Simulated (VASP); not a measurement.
# Ti4HN4 in VASP: single point with PBEsol

Aim: the single point of Ti4HN4 with PBEsol.

Program: VASP 6.6.1. These are calculated values, not measurements. Logs are shortened: lines on timing, memory, paths and dates and some standing lists are left out, and cuts for length are marked.

### Step 1. The cell of the first run

The cell holds a slab with vacuum, 9 atoms: a = 2.973 Å, b = 2.973 Å, c = 25.306 Å, α = 90.00°, β = 90.00°, γ = 90.00°.

### Step 2. Single point, PBEsol

File INCAR:

```
  PREC = Accurate
  ENCUT = 520
  EDIFF = 1E-6
  ISMEAR = 0
  SIGMA = 0.1
  LREAL = F
  LASPH = T
  NELM = 60
  ALGO = Normal
  ISIF = 2
  LWAVE = F
  LCHARG = F
  LDIPOL = T
  IDIPOL = 3
  DIPOL = 0.5 0.5 0.483
  GGA = PS
  NBANDS = 44
```

File KPOINTS:

```
regular mesh
0
Gamma
  10 10 1
```

File POSCAR:

```
Ti4HN4
1.0
    2.9726300482      0.0000000000      0.0000000000
    0.0000000000      2.9726300482      0.0000000000
    0.0000000000      0.0000000000     25.3059005950
Ti N H
4 4 1
Direct
    0.5000000000      0.5000000000      0.3358900414
    0.0000000000      0.0000000000      0.4189523635
    0.4937321695      0.5062678305      0.5025587465
   -0.0136284205      0.0136284205      0.5896277260
    0.0000000000      0.0000000000      0.3358900414
    0.5000000000      0.5000000000      0.4189523635
   -0.0033096055      0.0033096055      0.5032826831
    0.5005944302      0.4994055698      0.5834032326
    0.1223489675      0.8776510325      0.6540801957
```

Potentials or basis: VASP PAW PBE potentials, release 64 (Ti_sv, N, H).

Run with:

```sh
$ cat potpaw_PBE.64/Ti_sv/POTCAR potpaw_PBE.64/N/POTCAR potpaw_PBE.64/H/POTCAR > POTCAR
$ mpirun -np 1 vasp_std > vasp.out
```

OUTCAR:

```text
PREC = Accurate
   ENCUT = 520
   EDIFF = 1E-6
   ISMEAR = 0
   LREAL = F
   LASPH = T
   NELM = 60
   ISIF = 2
   GGA = PS

 ion  position               nearest neighbor table
   1  0.500  0.500  0.336-   5 2.10   5 2.10   5 2.10   5 2.10   6 2.10
   2  0.000  0.000  0.419-   6 2.10   6 2.10   6 2.10   6 2.10   5 2.10   7 2.13
   3  0.494  0.506  0.503-   8 2.05   7 2.09   7 2.10   7 2.10   7 2.11   6 2.12
   4  0.986  0.014  0.590-   9 1.73   8 2.05   8 2.11   8 2.11   8 2.17   7 2.19
   5  0.000  0.000  0.336-   1 2.10   1 2.10   1 2.10   1 2.10   2 2.10
   6  0.500  0.500  0.419-   2 2.10   2 2.10   2 2.10   2 2.10   1 2.10   3 2.12
   7  0.997  0.003  0.503-   3 2.09   3 2.10   3 2.10   3 2.11   2 2.13   4 2.19
   8  0.501  0.499  0.583-   3 2.05   4 2.05   4 2.11   4 2.11   4 2.17
   9  0.122  0.878  0.654-   4 1.73

  LATTYP: Found a simple tetragonal cell.
 ALAT       =     2.9726300482
 C/A-ratio  =     8.5129666944

  Lattice vectors:

 A1 = (   2.9726300482,   0.0000000000,   0.0000000000)
 A2 = (   0.0000000000,   2.9726300482,   0.0000000000)
 A3 = (   0.0000000000,   0.0000000000,  25.3059005950)

Analysis of symmetry for initial positions (statically):
=====================================================================
 Subroutine PRICEL returns:
 Original cell was already a primitive cell.

 Routine SETGRP: Setting up the symmetry group for a
 simple tetragonal supercell.

 Subroutine GETGRP returns: Found  2 space group operations
 (whereof  2 operations were pure point group operations)
 out of a pool of 16 trial point group operations.

The static configuration has the point symmetry C_1h.

Analysis of symmetry for dynamics (positions and initial velocities):
=====================================================================
 Subroutine PRICEL returns:
 Original cell was already a primitive cell.

 Routine SETGRP: Setting up the symmetry group for a
 simple tetragonal supercell.

 Subroutine GETGRP returns: Found  2 space group operations
 (whereof  2 operations were pure point group operations)
 out of a pool of 16 trial point group operations.

The dynamic configuration has the point symmetry C_1h.

 Subroutine INISYM returns: Found  2 space group operations
 (whereof  2 operations are pure point group operations),
 and found     1 'primitive' translations

----------------------------------------------------------------------------------------

[... 122 lines left out ...]
   EFERMI_NEDOS =   21; number of points for ismear=-14 and -15
   IALGO  =     38    algorithm
   IMIX   =      4    mixing-type and parameters
     AMIX     =   0.40;   BMIX     =  1.00
     AMIX_MAG =   1.60;   BMIX_MAG =  1.00
  volume/ion in A,a.u.               =      24.85       167.67
  Fermi-wavevector in a.u.,A,eV,Ry     =   1.106259  2.090526 16.650922  1.223808
  Thomas-Fermi vector in A             =   2.242757
   LORBIT       =      0    0 simple, 1 ext, 2 COOP (PROOUT), +10 PAW based schemes
   GGA     = PS    functional components
   LHFCALC =     F    Hartree Fock is set to
   AEXX    =    0.0000 exact exchange contribution
   IVDW    =     0    specifies the selected vdW correction
   LEPSILON=     F    determine dielectric tensor
   LRPA    =     F    only Hartree local field effects (RPA)
 non-spin polarized calculation
 Gauss-broadening in eV      SIGMA  =   0.10
  energy-cutoff  :      520.00
  volume of cell :      223.62
 maximum number of plane-waves:      6103
 NGX is ok and might be reduce to    24
   NGX = 11   NGY = 11   NGZ = 95

 dipolmoment           0.000000      0.000000     -0.009311 electrons x Angstroem

 number of electron      68.9999988 magnetization

 dipolmoment           0.000000      0.000000      0.202209 electrons x Angstroem

 Free energy of the ion-electron system (eV)
  ---------------------------------------------------
  ext. energy  EPLUGINS =         0.00000000
  ---------------------------------------------------
  free energy    TOTEN  =       -83.75390293 eV

  energy without entropy =      -83.74168943  energy(sigma->0) =      -83.74779618

 E-fermi :   0.8597     XC(G=0):  -5.4124

 val. band max:        0.8428061479   @ k =  -0.4000   0.4000   0.0000
 cond. band min:       0.8763339671   @ k =   0.5000   0.4000   0.0000
 fundamental gap:      0.0335278192
 Fermi energy:         0.8597325972

 k-point     1 :       0.0000    0.0000    0.0000
  band No.  band energies     occupation
      1     -56.7940      2.00000
      2     -56.6431      2.00000
      3     -56.5673      2.00000
      4     -56.3816      2.00000
      5     -33.3767      2.00000
      6     -33.1760      2.00000
[... 1117 lines left out ...]
     43       3.1001      0.00000
     44       3.2230      0.00000

 [... further k-points ...]

------------------------ aborting loop because EDIFF is reached ----------------------------------------

 vacuum level on the upper side and lower side of the slab       (xc-potential included)         1.832        -2.198

  FORCE on cell =-STRESS in cart. coord.  units (eV):
  Direction    XX          YY          ZZ          XY          YZ          ZX
  --------------------------------------------------------------------------------------
  -------------------------------------------------------------------------------------
  Total       -5.1741644     -5.1741644     -1.7897679     -0.5311931     -0.0124049      0.0124023
  in kB      -37.0721078    -37.0721078    -12.8234173     -3.8059183     -0.0888792      0.0888607
  external PRESSURE =     -28.9892110 kB  Pullay stress =       0.0000000 kB

 VOLUME and BASIS-vectors are now :
 -----------------------------------------------------------------------------
  energy-cutoff  :      520.00
  volume of cell :      223.62
      direct lattice vectors                 reciprocal lattice vectors
     2.972630048  0.000000000  0.000000000     0.336402440  0.000000000  0.000000000
     0.000000000  2.972630048  0.000000000     0.000000000  0.336402440  0.000000000
     0.000000000  0.000000000 25.305900595     0.000000000  0.000000000  0.039516475

 POSITION                                       TOTAL-FORCE (eV/Angst)
 -----------------------------------------------------------------------------------
      1.48632      1.48632      8.50000         0.023583     -0.023583      2.157075
      0.00000      0.00000     10.60197         0.048810     -0.048810     -0.043724
      1.46768      1.50495     12.71770         0.001858     -0.001858     -0.003304
      2.93212      0.04051     14.92106         0.008016     -0.008016      0.022960
      0.00000      0.00000      8.50000        -0.028063      0.028063     -1.262565
      1.48632      1.48632     10.60197        -0.046194      0.046194     -0.886592
      2.96279      0.00984     12.73602         0.000212     -0.000212     -0.004366
      1.48808      1.48455     14.76354        -0.007300      0.007300      0.025226
      0.36370      2.60893     16.55209        -0.000922      0.000922     -0.004709
 -----------------------------------------------------------------------------------
    total drift:                               -0.000018      0.000018     -0.000217

  FREE ENERGIE OF THE ION-ELECTRON SYSTEM (eV)
  ---------------------------------------------------
  free  energy   TOTEN  =       -83.7539029311 eV

  energy  without entropy=      -83.7416894307  energy(sigma->0) =      -83.74779618

 vacuum level on the upper side and lower side of the slab         7.307         3.194
```

stdout:

```text
POSCAR found type information on POSCAR TiN H
 POSCAR found :  3 types and       9 ions
 scaLAPACK will be used
 -----------------------------------------------------------------------------
|                                                                             |
|                                                                             |
|     You enforced a specific xc type in the INCAR file but a different       |
|     I HOPE YOU KNOW WHAT YOU ARE DOING!                                     |
|                                                                             |
 -----------------------------------------------------------------------------

 LDA part: xc-table for (Slater+PW92), standard interpolation
 POSCAR, INCAR and KPOINTS ok, starting setup
 FFT: planning ... GRIDC
 FFT: planning ... GRID_SOFT
 FFT: planning ... GRID
 WAVECAR not read
 entering main loop
```

It took 5.8 min on 1 thread of AMD EPYC 9R45 (Zen 5), shared host; peak memory 0.45 GiB.

Results:

| Quantity | Value |
| --- | --- |
| Free energy | -83.7539 eV |
| Largest force | 2.157 eV/Å |
| Band gap on the k mesh | zero (an odd number of electrons rules out a gap without spin polarisation) |

Forces in eV/Å, atoms in the order of the input:
```
Ti   0.024 -0.024  2.157
Ti   0.049 -0.049 -0.044
Ti   0.002 -0.002 -0.003
Ti   0.008 -0.008  0.023
N   -0.028  0.028 -1.263
N   -0.046  0.046 -0.887
N    0.000  0.000 -0.004
N   -0.007  0.007  0.025
H   -0.001  0.001 -0.005
```

Caveat: the PAW data sets were made with another functional, which shifts forces and pressure a little.
